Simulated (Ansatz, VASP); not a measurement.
One calculation of AlN, two programs

```
Al N
1.0
     3.10895    0.00000    0.00000
    -1.55448    2.69243    0.00000
     0.00000    0.00000    4.98050
Al N
2 2
Direct
  0.33333 0.66667 0.99917
  0.66667 0.33333 0.49917
  0.33333 0.66667 0.38083
  0.66667 0.33333 0.88083
```

Alike in both runs: functional LDA; k mesh 9 × 9 × 6; no spin polarisation.

Ansatz relaxed the structure, and its values are those at the end. VASP's run is a single point on that final structure, the one shown.

|  | VASP | Ansatz |
| --- | --- | --- |
| version | VASP 6.6.1 | Ansatz 0.2.0 |
| potentials or method | VASP PAW LDA potentials, release 64 (Al, N) | scalar-relativistic, plane waves, PAW |
| plane-wave cutoff (eV) | 520 | 420 |
| occupations | gaussian, width 0.01 eV | fixed |
| valence electrons in the cell | 16 | 16 |

```csv
,VASP,Ansatz,Ansatz less VASP
gap on the k mesh at the Fermi level (eV),4.25,4.24,-0.007
least direct gap on the mesh (eV),4.25,4.24,-0.007
pressure (GPa),-3.6,-4.2,-0.54
```

LDA's correlation is that of Perdew and Zunger in VASP and of Perdew and Wang (1992) in Ansatz. Ansatz's warnings: stress scf threshold loose.
